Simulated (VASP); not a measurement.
# Cr (Im-3m) in VASP: notebook, part 2 of 2

VASP 6.6.1. The steps go on from the part before.

### Step 5. Single point, PBE, collinear spin, ferromagnetic start (volume scaled by 1.06)

File INCAR:

```
PREC = Accurate
ENCUT = 520
EDIFF = 1E-6
ISMEAR = -1
SIGMA = 0.05
LREAL = False
LASPH = True
NELM = 150
ALGO = Fast
ISIF = 2
LWAVE = False
LCHARG = False
ISPIN = 2
MAGMOM = 3
LORBIT = 11
LMAXMIX = 4
GGA = PE
NBANDS = 16
```

File KPOINTS:

```
regular mesh
0
Gamma
  12 12 12
```

File POSCAR:

```
Cr
1.0
   -1.5135639255      1.5135639255      1.5135639255
    1.5135639255     -1.5135639255      1.5135639255
    1.5135639255      1.5135639255     -1.5135639255
Cr
1
Direct
    0.0000000000      0.0000000000      0.0000000000
```

Potentials or basis: VASP PAW PBE potentials, release 64 (Cr_pv).

On the command line:

```console
cat potpaw_PBE.64/Cr_pv/POTCAR > POTCAR
mpirun -np 1 vasp_std > vasp.out
```

OUTCAR:

```text
PREC = Accurate
   ENCUT = 520
   EDIFF = 1E-6
   ISMEAR = -1
   LREAL = False
   LASPH = True
   NELM = 150
   ISIF = 2
   ISPIN = 2
   LORBIT = 11
   GGA = PE

 ion  position               nearest neighbor table
   1  0.000  0.000  0.000-

  LATTYP: Found a body centered cubic cell.
 ALAT       =     3.0271278510

  Lattice vectors:

 A1 = (  -1.5135639255,   1.5135639255,   1.5135639255)
 A2 = (   1.5135639255,  -1.5135639255,   1.5135639255)
 A3 = (   1.5135639255,   1.5135639255,  -1.5135639255)

Analysis of symmetry for initial positions (statically):
=====================================================================
 Subroutine PRICEL returns:
 Original cell was already a primitive cell.

 Routine SETGRP: Setting up the symmetry group for a
 body centered cubic supercell.

 Subroutine GETGRP returns: Found 48 space group operations
 (whereof 48 operations were pure point group operations)
 out of a pool of 48 trial point group operations.

The static configuration has the point symmetry O_h .

Analysis of symmetry for dynamics (positions and initial velocities):
=====================================================================
 Subroutine PRICEL returns:
 Original cell was already a primitive cell.

 Routine SETGRP: Setting up the symmetry group for a
 body centered cubic supercell.

 Subroutine GETGRP returns: Found 48 space group operations
 (whereof 48 operations were pure point group operations)
 out of a pool of 48 trial point group operations.

The dynamic configuration has the point symmetry O_h .

Analysis of structural, dynamic, and magnetic symmetry:
=====================================================================
 Subroutine PRICEL returns:
 Original cell was already a primitive cell.

 Routine SETGRP: Setting up the symmetry group for a
 body centered cubic supercell.

 Subroutine GETGRP returns: Found 48 space group operations
 (whereof 48 operations were pure point group operations)
 out of a pool of 48 trial point group operations.

The overall configuration has the point symmetry O_h .

 Subroutine INISYM returns: Found 48 space group operations
 (whereof 48 operations are pure point group operations),
 and found     1 'primitive' translations

----------------------------------------------------------------------------------------

                                     Primitive cell

  volume of cell :      13.8695

  direct lattice vectors                    reciprocal lattice vectors
    -1.513563925  1.513563925  1.513563925     0.000000000  0.330346140  0.330346140
     1.513563925 -1.513563925  1.513563925     0.330346140  0.000000000  0.330346140
     1.513563925  1.513563925 -1.513563925     0.330346140  0.330346140  0.000000000

  length of vectors
     2.621569619  2.621569619  2.621569619     0.467179991  0.467179991  0.467179991

  position of ions in fractional coordinates (direct lattice)
     0.000000000  0.000000000  0.000000000

  ion indices of the primitive-cell ions
   primitive index   ion index
                 1           1

----------------------------------------------------------------------------------------

[... 26 lines left out ...]
  0.000000  0.000000  0.000000      1.000000
  0.083333  0.000000  0.000000     12.000000
  0.166667  0.000000  0.000000     12.000000
  0.250000  0.000000  0.000000     12.000000
  0.333333  0.000000  0.000000     12.000000
  0.416667  0.000000  0.000000     12.000000
[... 16 lines left out ...]
  0.333333  0.083333  0.083333     24.000000
  0.416667  0.083333  0.083333     12.000000
 [... further k-points ...]
   k-points           NKPTS =     72   k-points in BZ     NKDIM =     72   number of bands    NBANDS=     16
   number of dos      NEDOS =    301   number of ions     NIONS =      1
   total plane-waves  NPLWV =   8000
   dimension x,y,z NGX =    20 NGY =   20 NGZ =   20
   dimension x,y,z NGXF=    40 NGYF=   40 NGZF=   40
   ions per type =               1
   NGX,Y,Z   is equivalent  to a cutoff of  12.68, 12.68, 12.68 a.u.
   NGXF,Y,Z  is equivalent  to a cutoff of  25.37, 25.37, 25.37 a.u.
 SYSTEM =  unknown system
   PREC   = accura    normal or accurate (medium, high low for compatibility)
   ISTART =      0    job   : 0-new  1-cont  2-samecut
   ICHARG =      2    charge: 1-file 2-atom 10-const
   ISPIN  =      2    spin polarized calculation?
   LNONCOLLINEAR =      F non collinear calculations
   LSORBIT =      F    spin-orbit coupling
   LASPH  =      T    aspherical Exc in radial PAW
   ENCUT  =  520.0 eV  38.22 Ry    6.18 a.u.   4.87  4.87  4.87*2*pi/ulx,y,z
   NELM   =    150;   NELMIN=  2; NELMDL= -5     # of ELM steps
   EDIFF  = 0.1E-05   stopping-criterion for ELM
   LREAL  =      F    real-space projection
[... 7 lines left out ...]
   TEBEG  =    0.0;   TEEND  =   0.0 temperature during run
   PSTRESS=    0.0 pullay stress
   NELECT =      12.0000    total number of electrons
   NUPDOWN=      -1.0000    fix difference up-down
   EMIN   =  10.00;   EMAX   =-10.00  energy-range for DOS
   EFERMI =   0.00;   METHOD = LEGACY
   ISMEAR =    -1;   SIGMA  =   0.05  broadening in eV -4-tet -1-fermi 0-gaus
   EFERMI_NEDOS =   21; number of points for ismear=-14 and -15
   IALGO  =     68    algorithm
   IMIX   =      4    mixing-type and parameters
     AMIX     =   0.40;   BMIX     =  1.00
     AMIX_MAG =   1.60;   BMIX_MAG =  1.00
  volume/ion in A,a.u.               =      13.87        93.60
  Fermi-wavevector in a.u.,A,eV,Ry     =   1.559964  2.947904 33.109595  2.433487
  Thomas-Fermi vector in A             =   2.663245
   LORBIT       =     11    0 simple, 1 ext, 2 COOP (PROOUT), +10 PAW based schemes
   GGA     = PE    functional components
   LHFCALC =     F    Hartree Fock is set to
   AEXX    =    0.0000 exact exchange contribution
   IVDW    =     0    specifies the selected vdW correction
   LEPSILON=     F    determine dielectric tensor
   LRPA    =     F    only Hartree local field effects (RPA)
 spin polarized calculation
 RMM-DIIS sequential band-by-band and
  energy-cutoff  :      520.00
  volume of cell :       13.87
 maximum number of plane-waves:       384
   NGX =  9   NGY =  9   NGZ =  9

 number of electron      11.9999988 magnetization      -0.0004974

 number of electron      11.9999988 magnetization       0.0000282

 Free energy of the ion-electron system (eV)
  ---------------------------------------------------
  ext. energy  EPLUGINS =         0.00000000
  ---------------------------------------------------
  free energy    TOTEN  =        -9.24387037 eV

  energy without entropy =       -9.23734778  energy(sigma->0) =       -9.24060907

 E-fermi :   8.5229     XC(G=0): -12.6433

 val. band max:        8.4851685398   @ k =  -0.2500   0.3333   0.1667
 cond. band min:       8.5366153749   @ k =   0.4167   0.0833   0.0000
 fundamental gap:      0.0514468351
 Fermi energy:         8.5229281028

 spin component 1

 k-point     1 :       0.0000    0.0000    0.0000
  band No.  band energies     occupation
      1     -34.3557      1.00000
      2     -34.3557      1.00000
      3     -34.3557      1.00000
      4       1.4122      1.00000
      5       7.8632      1.00000
      6       7.8632      1.00000
[... 435 lines left out ...]
      5       6.6034      1.00000
      6       8.3079      0.98663
[... 8 lines left out ...]
     15      36.4936      0.00000
     16      38.2020      0.00000

 [... further k-points ...]

 spin component 2

 k-point     1 :       0.0000    0.0000    0.0000
  band No.  band energies     occupation
      1     -34.3557      1.00000
      2     -34.3557      1.00000
      3     -34.3557      1.00000
      4       1.4122      1.00000
      5       7.8633      1.00000
      6       7.8633      1.00000
[... 435 lines left out ...]
      5       6.6034      1.00000
      6       8.3079      0.98663
[... 8 lines left out ...]
     15      36.4935      0.00000
     16      38.2019      0.00000

 [... further k-points ...]
[... 5 lines left out ...]
  --------------------------------------------------------------------------------------
  -------------------------------------------------------------------------------------
  Total       -2.7767559     -2.7767559     -2.7767559      0.0000000     -0.0000000      0.0000000
  in kB     -320.7642778   -320.7642778   -320.7642778      0.0000000     -0.0000000      0.0000000
  external PRESSURE =    -320.7642778 kB  Pullay stress =       0.0000000 kB

 VOLUME and BASIS-vectors are now :
 -----------------------------------------------------------------------------
  energy-cutoff  :      520.00
  volume of cell :       13.87
      direct lattice vectors                 reciprocal lattice vectors
    -1.513563925  1.513563925  1.513563925     0.000000000  0.330346140  0.330346140
     1.513563925 -1.513563925  1.513563925     0.330346140  0.000000000  0.330346140
     1.513563925  1.513563925 -1.513563925     0.330346140  0.330346140  0.000000000

 POSITION                                       TOTAL-FORCE (eV/Angst)
 -----------------------------------------------------------------------------------
      0.00000      0.00000      0.00000        -0.000000      0.000000      0.000000
 -----------------------------------------------------------------------------------
    total drift:                                0.000000     -0.000000      0.000000

  FREE ENERGIE OF THE ION-ELECTRON SYSTEM (eV)
  ---------------------------------------------------
  free  energy   TOTEN  =        -9.2438703693 eV

  energy  without entropy=       -9.2373477785  energy(sigma->0) =       -9.24060907

 total charge

# of ion       s       p       d       tot
------------------------------------------
    1        0.378   6.298   4.043  10.719

 magnetization (x)

# of ion       s       p       d       tot
------------------------------------------
    1       -0.000   0.000   0.000   0.000
```

It took 30 s on 1 thread of Intel Xeon 6975P-C, shared host; peak memory 0.14 GiB.

What came out:

| Item | Value |
| --- | --- |
| Free energy | -9.2439 eV |
| Pressure | -32.1 GPa |
| Band gap on the k mesh | zero (filled and empty bands overlap) |
| Net moment | 0.00 μB per cell |
| Valence electrons inside the program's atomic spheres | Cr 10.72 |

Caveat: the cell differs from its parent crystal (volume scaled by 1.06); the starting moments collapsed, and a magnetic state may lie lower.

### Step 6. Single point, PBE, collinear spin, ferromagnetic start

This run uses another cell than the first one, of 13.08 Å³/atom, 1.020 times its volume.

File INCAR:

```
  PREC = Accurate
  ENCUT = 500
  EDIFF = 1E-6
  ISMEAR = 0
  SIGMA = 0.026000000000000002
  LREAL = F
  LASPH = T
  NELM = 200
  ALGO = Normal
  ISIF = 2
  LWAVE = F
  LCHARG = F
  ISPIN = 2
  MAGMOM = 3
  LORBIT = 11
  LMAXMIX = 4
  GGA = PE
  NBANDS = 16
  GGA_COMPAT = F
```

File KPOINTS:

```
Automatic mesh
0
Gamma
  12 12 12
```

File POSCAR:

```
Cr
1.0
   -1.4844496776      1.4844496776      1.4844496776
    1.4844496776     -1.4844496776      1.4844496776
    1.4844496776      1.4844496776     -1.4844496776
Cr
1
Direct
    0.0000000000      0.0000000000      0.0000000000
```

Potentials or basis: VASP PAW PBE potentials, release 64 (Cr_pv).

On the command line:

```console
cat potpaw_PBE.64/Cr_pv/POTCAR > POTCAR
mpirun -np 1 vasp_std > vasp.out
```

OUTCAR:

```text
PREC = Accurate
   ENCUT = 500
   EDIFF = 1E-6
   ISMEAR = 0
   LREAL = F
   LASPH = T
   NELM = 200
   ISIF = 2
   ISPIN = 2
   LORBIT = 11
   GGA = PE

 ion  position               nearest neighbor table
   1  0.000  0.000  0.000-

  LATTYP: Found a body centered cubic cell.
 ALAT       =     2.9688993552

  Lattice vectors:

 A1 = (  -1.4844496776,   1.4844496776,   1.4844496776)
 A2 = (   1.4844496776,  -1.4844496776,   1.4844496776)
 A3 = (   1.4844496776,   1.4844496776,  -1.4844496776)

Analysis of symmetry for initial positions (statically):
=====================================================================
 Subroutine PRICEL returns:
 Original cell was already a primitive cell.

 Routine SETGRP: Setting up the symmetry group for a
 body centered cubic supercell.

 Subroutine GETGRP returns: Found 48 space group operations
 (whereof 48 operations were pure point group operations)
 out of a pool of 48 trial point group operations.

The static configuration has the point symmetry O_h .

Analysis of symmetry for dynamics (positions and initial velocities):
=====================================================================
 Subroutine PRICEL returns:
 Original cell was already a primitive cell.

 Routine SETGRP: Setting up the symmetry group for a
 body centered cubic supercell.

 Subroutine GETGRP returns: Found 48 space group operations
 (whereof 48 operations were pure point group operations)
 out of a pool of 48 trial point group operations.

The dynamic configuration has the point symmetry O_h .

Analysis of structural, dynamic, and magnetic symmetry:
=====================================================================
 Subroutine PRICEL returns:
 Original cell was already a primitive cell.

 Routine SETGRP: Setting up the symmetry group for a
 body centered cubic supercell.

 Subroutine GETGRP returns: Found 48 space group operations
 (whereof 48 operations were pure point group operations)
 out of a pool of 48 trial point group operations.

The overall configuration has the point symmetry O_h .

 Subroutine INISYM returns: Found 48 space group operations
[... 126 lines left out ...]
 spin polarized calculation
 Gauss-broadening in eV      SIGMA  =   0.03
  energy-cutoff  :      500.00
  volume of cell :       13.08
 maximum number of plane-waves:       370
   NGX =  9   NGY =  9   NGZ =  9

 number of electron      12.0000008 magnetization      -0.0005799

 number of electron      12.0000008 magnetization       0.0000099

 Free energy of the ion-electron system (eV)
  ---------------------------------------------------
  ext. energy  EPLUGINS =         0.00000000
  ---------------------------------------------------
  free energy    TOTEN  =        -9.38189309 eV

  energy without entropy =       -9.38168041  energy(sigma->0) =       -9.38178675

 E-fermi :   9.2710     XC(G=0): -12.9613

 val. band max:        9.2126964161   @ k =  -0.2500   0.3333   0.1667
 cond. band min:       9.2920842629   @ k =   0.4167   0.0833   0.0000
 fundamental gap:      0.0793878469
 Fermi energy:         9.2710105528

 spin component 1

 k-point     1 :       0.0000    0.0000    0.0000
  band No.  band energies     occupation
      1     -33.5543      1.00000
      2     -33.5543      1.00000
      3     -33.5543      1.00000
      4       1.9052      1.00000
      5       8.5447      1.00000
      6       8.5447      1.00000
[... 435 lines left out ...]
      5       7.1754      1.00000
      6       9.0521      1.00000
[... 8 lines left out ...]
     15      38.4274      0.00000
     16      39.7917      0.00000

 [... further k-points ...]

 spin component 2

 k-point     1 :       0.0000    0.0000    0.0000
  band No.  band energies     occupation
      1     -33.5543      1.00000
      2     -33.5543      1.00000
      3     -33.5543      1.00000
      4       1.9051      1.00000
      5       8.5447      1.00000
      6       8.5447      1.00000
[... 435 lines left out ...]
      5       7.1754      1.00000
      6       9.0520      1.00000
[... 8 lines left out ...]
     15      38.4273      0.00000
     16      39.7916      0.00000

 [... further k-points ...]
[... 5 lines left out ...]
  --------------------------------------------------------------------------------------
  -------------------------------------------------------------------------------------
  Total       -2.0669029     -2.0669029     -2.0669029      0.0000000      0.0000000      0.0000000
  in kB     -253.0895550   -253.0895550   -253.0895550      0.0000000      0.0000000      0.0000000
  external PRESSURE =    -253.0895550 kB  Pullay stress =       0.0000000 kB

 VOLUME and BASIS-vectors are now :
 -----------------------------------------------------------------------------
  energy-cutoff  :      500.00
  volume of cell :       13.08
      direct lattice vectors                 reciprocal lattice vectors
    -1.484449678  1.484449678  1.484449678     0.000000000  0.336825160  0.336825160
     1.484449678 -1.484449678  1.484449678     0.336825160  0.000000000  0.336825160
     1.484449678  1.484449678 -1.484449678     0.336825160  0.336825160  0.000000000

 POSITION                                       TOTAL-FORCE (eV/Angst)
 -----------------------------------------------------------------------------------
      0.00000      0.00000      0.00000         0.000000      0.000000      0.000000
 -----------------------------------------------------------------------------------
    total drift:                                0.000000     -0.000000      0.000000

  FREE ENERGIE OF THE ION-ELECTRON SYSTEM (eV)
  ---------------------------------------------------
  free  energy   TOTEN  =        -9.3818930868 eV

  energy  without entropy=       -9.3816804057  energy(sigma->0) =       -9.38178675

 total charge

# of ion       s       p       d       tot
------------------------------------------
    1        0.396   6.325   4.096  10.817

 magnetization (x)

# of ion       s       p       d       tot
------------------------------------------
    1       -0.000  -0.000   0.000   0.000
```

OSZICAR:

```text
N       E                     dE             d eps       ncg     rms          rms(c)
DAV:   1     0.810474855594E+02    0.81047E+02   -0.62100E+03  4712   0.817E+02
DAV:   2    -0.832643359287E+01   -0.89374E+02   -0.85173E+02  5088   0.239E+02
DAV:   3    -0.979454620927E+01   -0.14681E+01   -0.14658E+01  5256   0.343E+01
DAV:   4    -0.980043150959E+01   -0.58853E-02   -0.58852E-02  5384   0.215E+00
DAV:   5    -0.980048380128E+01   -0.52292E-04   -0.52291E-04  5256   0.182E-01    0.165E+01
DAV:   6    -0.931830266512E+01    0.48218E+00   -0.24926E+00  4712   0.268E+01    0.366E+00
DAV:   7    -0.938068508458E+01   -0.62382E-01   -0.20354E-01  4808   0.343E+00    0.205E+00
DAV:   8    -0.938405603506E+01   -0.33710E-02   -0.46917E-03  5256   0.898E-01    0.102E+00
DAV:   9    -0.938164273739E+01    0.24133E-02   -0.16003E-03  5192   0.479E-01    0.234E-01
DAV:  10    -0.938186403195E+01   -0.22129E-03   -0.30575E-04  5008   0.236E-01    0.862E-02
DAV:  11    -0.938189794597E+01   -0.33914E-04   -0.23238E-05  4816   0.497E-02    0.207E-02
DAV:  12    -0.938189651662E+01    0.14293E-05   -0.23356E-06  5024   0.154E-02    0.114E-02
DAV:  13    -0.938189298386E+01    0.35328E-05   -0.67579E-07  3576   0.904E-03    0.200E-03
DAV:  14    -0.938189308680E+01   -0.10295E-06   -0.72206E-08  2376   0.327E-03
   1 F= -.93818931E+01 E0= -.93817867E+01  d E =-.212681E-03  mag=     0.0000
```

stdout:

```text
POSCAR found type information on POSCAR Cr
 POSCAR found :  1 types and       1 ions
 scaLAPACK will be used
 LDA part: xc-table for (Slater+PW92), standard interpolation
 POSCAR, INCAR and KPOINTS ok, starting setup
 FFT: planning ... GRIDC
 FFT: planning ... GRID_SOFT
 FFT: planning ... GRID
 WAVECAR not read
 entering main loop
```

Run time: 48 s. Hardware: 1 thread of Intel Xeon 8259CL, shared host; peak memory 0.14 GiB.

What came out:

| Quantity | Value |
| --- | --- |
| Free energy | -9.3819 eV |
| Pressure | -25.3 GPa |
| Band gap on the k mesh | zero (filled and empty bands overlap) |
| Net moment | 0.00 μB per cell |
| Valence electrons inside the program's atomic spheres | Cr 10.82 |

Caveat: the starting moments collapsed, and a magnetic state may lie lower.
